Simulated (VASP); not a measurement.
# Rh (P6_3/mmc) in VASP: further runs, part 2 of 2

VASP 6.6.1.

## (3) Single point, PBEsol

This run uses another cell than the first one, of 15.16 Å³/atom, 1.019 times its volume.

Input file INCAR:

```
SYSTEM = Rh
  PREC = Accurate
  ENCUT = 520
  EDIFF = 1E-6
  ISMEAR = 0
  SIGMA = 0.1
  LREAL = .FALSE.
  LASPH = .TRUE.
  NELM = 80
  ALGO = Normal
  ISIF = 2
  LWAVE = .FALSE.
  LCHARG = .FALSE.
  GGA = PS
  NBANDS = 22
```

Input file KPOINTS:

```
Automatic mesh
0
G
  12 12 7
  0 0 0
```

Input file POSCAR:

```
Rh
1.0
    2.7845412470      0.0000000000      0.0000000000
   -1.3922706235      2.4114834620      0.0000000000
    0.0000000000      0.0000000000      4.5153441684
Rh
2
Direct
    0.6666666667      0.3333333333      0.7500000000
    0.3333333333      0.6666666667      0.2500000000
```

Potentials or basis: VASP PAW PBE potentials, release 64 (Rh_pv).

Run with:

```sh
$ cat potpaw_PBE.64/Rh_pv/POTCAR > POTCAR
$ mpirun -np 1 vasp_std > vasp.out
```

OUTCAR:

```text
SYSTEM = Rh
   PREC = Accurate
   ENCUT = 520
   EDIFF = 1E-6
   ISMEAR = 0
   LREAL = .FALSE.
   LASPH = .TRUE.
   NELM = 80
   ISIF = 2
   GGA = PS

 ion  position               nearest neighbor table
   1  0.667  0.333  0.750-   2 2.77   2 2.77   2 2.77   2 2.77   2 2.77   2 2.77
   2  0.333  0.667  0.250-   1 2.77   1 2.77   1 2.77   1 2.77   1 2.77   1 2.77

  LATTYP: Found a hexagonal cell.
 ALAT       =     2.7845412470
 C/A-ratio  =     1.6215756090

  Lattice vectors:

 A1 = (   2.7845412470,   0.0000000000,   0.0000000000)
 A2 = (  -1.3922706235,   2.4114834620,   0.0000000000)
 A3 = (   0.0000000000,   0.0000000000,   4.5153441684)

Analysis of symmetry for initial positions (statically):
=====================================================================
 Subroutine PRICEL returns:
 Original cell was already a primitive cell.

 Routine SETGRP: Setting up the symmetry group for a
 hexagonal supercell.

 Subroutine GETGRP returns: Found 24 space group operations
 (whereof 12 operations were pure point group operations)
 out of a pool of 24 trial point group operations.

The static configuration has the point symmetry D_3d.
 The point group associated with its full space group is D_6h.

Analysis of symmetry for dynamics (positions and initial velocities):
=====================================================================
 Subroutine PRICEL returns:
 Original cell was already a primitive cell.

 Routine SETGRP: Setting up the symmetry group for a
 hexagonal supercell.

 Subroutine GETGRP returns: Found 24 space group operations
 (whereof 12 operations were pure point group operations)
 out of a pool of 24 trial point group operations.

The dynamic configuration has the point symmetry D_3d.
 The point group associated with its full space group is D_6h.

 Subroutine INISYM returns: Found 24 space group operations
 (whereof 12 operations are pure point group operations),
 and found     1 'primitive' translations

[... 109 lines left out ...]
   ISMEAR =     0;   SIGMA  =   0.10  broadening in eV -4-tet -1-fermi 0-gaus
   EFERMI_NEDOS =   21; number of points for ismear=-14 and -15
   IALGO  =     38    algorithm
   IMIX   =      4    mixing-type and parameters
     AMIX     =   0.40;   BMIX     =  1.00
     AMIX_MAG =   1.60;   BMIX_MAG =  1.00
  volume/ion in A,a.u.               =      15.16       102.30
  Fermi-wavevector in a.u.,A,eV,Ry     =   1.631319  3.082747 36.207862  2.661203
  Thomas-Fermi vector in A             =   2.723475
   LORBIT       =      0    0 simple, 1 ext, 2 COOP (PROOUT), +10 PAW based schemes
   GGA     = PS    functional components
   LHFCALC =     F    Hartree Fock is set to
   AEXX    =    0.0000 exact exchange contribution
   IVDW    =     0    specifies the selected vdW correction
   LEPSILON=     F    determine dielectric tensor
   LRPA    =     F    only Hartree local field effects (RPA)
 non-spin polarized calculation
 Gauss-broadening in eV      SIGMA  =   0.10
  energy-cutoff  :      520.00
  volume of cell :       30.32
 maximum number of plane-waves:       834
 NGX is ok and might be reduce to    24
   NGX = 11   NGY = 11   NGZ = 17

 number of electron      30.0000001 magnetization

 Free energy of the ion-electron system (eV)
  ---------------------------------------------------
  ext. energy  EPLUGINS =         0.00000000
  ---------------------------------------------------
  free energy    TOTEN  =       -15.92777362 eV

  energy without entropy =      -15.90763719  energy(sigma->0) =      -15.91770541

 E-fermi :  10.1412     XC(G=0): -13.5963

 val. band max:       10.1341107292   @ k =   0.4167   0.1667   0.1429
 cond. band min:      10.1453835146   @ k =   0.0000   0.0000   0.2857
 fundamental gap:      0.0112727854
 Fermi energy:        10.1411880634

 k-point     1 :       0.0000    0.0000    0.0000
  band No.  band energies     occupation
      1     -36.6481      2.00000
      2     -36.1786      2.00000
      3     -36.1786      2.00000
      4     -36.1163      2.00000
      5     -36.1018      2.00000
      6     -36.1018      2.00000
[... 589 lines left out ...]
     21      24.7193      0.00000
     22      25.0623      0.00000

 [... further k-points ...]

------------------------ aborting loop because EDIFF is reached ----------------------------------------

  FORCE on cell =-STRESS in cart. coord.  units (eV):
  Direction    XX          YY          ZZ          XY          YZ          ZX
  --------------------------------------------------------------------------------------
  -------------------------------------------------------------------------------------
  Total       -4.6194948     -4.6194948     -4.7589069      0.0000000     -0.0000000      0.0000000
  in kB     -244.1047658   -244.1047666   -251.4716270      0.0000000     -0.0000000      0.0000000
  external PRESSURE =    -246.5603865 kB  Pullay stress =       0.0000000 kB

 VOLUME and BASIS-vectors are now :
 -----------------------------------------------------------------------------
  energy-cutoff  :      520.00
  volume of cell :       30.32
      direct lattice vectors                 reciprocal lattice vectors
     2.784541247  0.000000000  0.000000000     0.359125583  0.207341252  0.000000000
    -1.392270623  2.411483462  0.000000000     0.000000000  0.414682504  0.000000000
     0.000000000  0.000000000  4.515344168     0.000000000  0.000000000  0.221467060

 POSITION                                       TOTAL-FORCE (eV/Angst)
 -----------------------------------------------------------------------------------
      1.39227      0.80383      3.38651         0.000000     -0.000000      0.000000
     -0.00000      1.60766      1.12884        -0.000000      0.000000      0.000000
 -----------------------------------------------------------------------------------
    total drift:                               -0.000000      0.000000     -0.000000

  FREE ENERGIE OF THE ION-ELECTRON SYSTEM (eV)
  ---------------------------------------------------
  free  energy   TOTEN  =       -15.9277736199 eV

  energy  without entropy=      -15.9076371909  energy(sigma->0) =      -15.91770541
```

OSZICAR:

```text
N       E                     dE             d eps       ncg     rms          rms(c)
DAV:   1     0.326040093964E+03    0.32604E+03   -0.18973E+04  3344   0.156E+03
DAV:   2    -0.994825173022E+01   -0.33599E+03   -0.32429E+03  3446   0.470E+02
DAV:   3    -0.171512568655E+02   -0.72030E+01   -0.71442E+01  3890   0.772E+01
DAV:   4    -0.171998362913E+02   -0.48579E-01   -0.48575E-01  3754   0.640E+00
DAV:   5    -0.172005944419E+02   -0.75815E-03   -0.75815E-03  3910   0.840E-01    0.125E+01
DAV:   6    -0.159590145511E+02    0.12416E+01   -0.32237E+00  3638   0.186E+01    0.337E+00
DAV:   7    -0.159353741852E+02    0.23640E-01   -0.30341E-02  3794   0.146E+00    0.180E+00
DAV:   8    -0.159280667378E+02    0.73074E-02   -0.68912E-03  3646   0.956E-01    0.246E-01
DAV:   9    -0.159277636189E+02    0.30312E-03   -0.28835E-04  3926   0.202E-01    0.251E-02
DAV:  10    -0.159277738728E+02   -0.10254E-04   -0.56948E-06  3768   0.239E-02    0.466E-03
DAV:  11    -0.159277736199E+02    0.25286E-06   -0.35537E-07  2296   0.555E-03
   1 F= -.15927774E+02 E0= -.15917705E+02  d E =-.201364E-01
```

stdout:

```text
POSCAR found type information on POSCAR Rh
 POSCAR found :  1 types and       2 ions
 scaLAPACK will be used
 -----------------------------------------------------------------------------
|                                                                             |
|                                                                             |
|     You enforced a specific xc type in the INCAR file but a different       |
|     I HOPE YOU KNOW WHAT YOU ARE DOING!                                     |
|                                                                             |
 -----------------------------------------------------------------------------

 LDA part: xc-table for (Slater+PW92), standard interpolation
 POSCAR, INCAR and KPOINTS ok, starting setup
 FFT: planning ... GRIDC
 FFT: planning ... GRID_SOFT
 FFT: planning ... GRID
 WAVECAR not read
 entering main loop
```

Run time: 60 s. Hardware: 1 thread of Intel Xeon 8259CL, shared host; peak memory 0.15 GiB.

What came out:

```
Free energy            : -15.9278 eV
Pressure               : -24.7 GPa
Band gap on the k mesh : zero (band 15 reaches 10.65 eV, above the bottom of band 16 at 8.59 eV)
```

Caveat: the PAW data sets were made with another functional, which shifts forces and pressure a little.
